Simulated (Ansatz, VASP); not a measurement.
## One calculation of AgPd4, two programs

INCAR

```
  PREC = Accurate
  ENCUT = 520
  EDIFF = 1E-6
  ISMEAR = -1
  SIGMA = 0.05
  LREAL = False
  LASPH = True
  NELM = 100
  ALGO = Normal
  ISIF = 2
  LWAVE = False
  LCHARG = False
  LDIPOL = True
  IDIPOL = 3
  DIPOL = 0.5 0.5 0.500
  GGA = CA
  NBANDS = 34
```

KPOINTS

```
regular mesh
0
Gamma
  15 15 1
```

POSCAR

```
AgPd4
1.0
    2.7154616620      0.0000000000      0.0000000000
   -1.3577308310      2.3516587823      0.0000000000
    0.0000000000      0.0000000000     24.8687000000
Pd Ag
4 1
Direct
    0.8333333333      0.1666666667      0.3221083647
    0.1666666667      0.8333333333      0.4113102892
    0.8333333333      0.1666666667      0.5886897115
    0.1666666667      0.8333333333      0.6778916350
    0.5000000000      0.5000000000      0.4999999996
```

Input for Ansatz:

```yaml
crystal:
  lattice:
    - [2.715461662, 0.0, 0.0]
    - [-1.357730831, 2.3516587823, 0.0]
    - [0.0, 0.0, 24.8687]
  atoms:
    - { symbol: Pd, position: [0.8333333333, 0.1666666667, 0.3221083647] }
    - { symbol: Pd, position: [0.1666666667, 0.8333333333, 0.4113102892] }
    - { symbol: Ag, position: [0.5, 0.5, 0.4999999996] }
    - { symbol: Pd, position: [0.8333333333, 0.1666666667, 0.5886897115] }
    - { symbol: Pd, position: [0.1666666667, 0.8333333333, 0.677891635] }
kpoints:
  mp_grid: { grid: [15, 15, 1] }
scf:
  occupations: { method: fermi_dirac, width: 0.05 }
hamiltonian:
  xc: lda
  pseudopotentials: { kind: paw }
output:
  forces: true
  stress: true
  eigenvalues: true
efield:
  axis: 3
  amplitude: 0
  dipole_correction: true
```

Alike in both runs: task single point; functional LDA; k mesh 15 × 15 × 1; occupations fermi-dirac, width 0.05 eV; no spin polarisation.

```csv
,VASP,Ansatz
version,VASP 6.6.1,Ansatz 0.2.0
potentials or method,"VASP PAW LDA potentials, release 64 (Pd, Ag)","PAW with Ansatz's default frozen-core files, scalar-relativistic"
plane-wave cutoff (eV),520,420
valence electrons in the cell,51,91
```

VASP gave:

```
rms of the force components (eV/Å) : 0.164
```

Question: What did Ansatz give for the same quantities?

Answer: rms of the force components (eV/Å): 0.162.

LDA's correlation is that of Perdew and Zunger in VASP and of Perdew and Wang (1992) in Ansatz. VASP's potentials hold 51 valence electrons a cell and Ansatz's 91, so a difference there can come from the potentials and not from the codes.
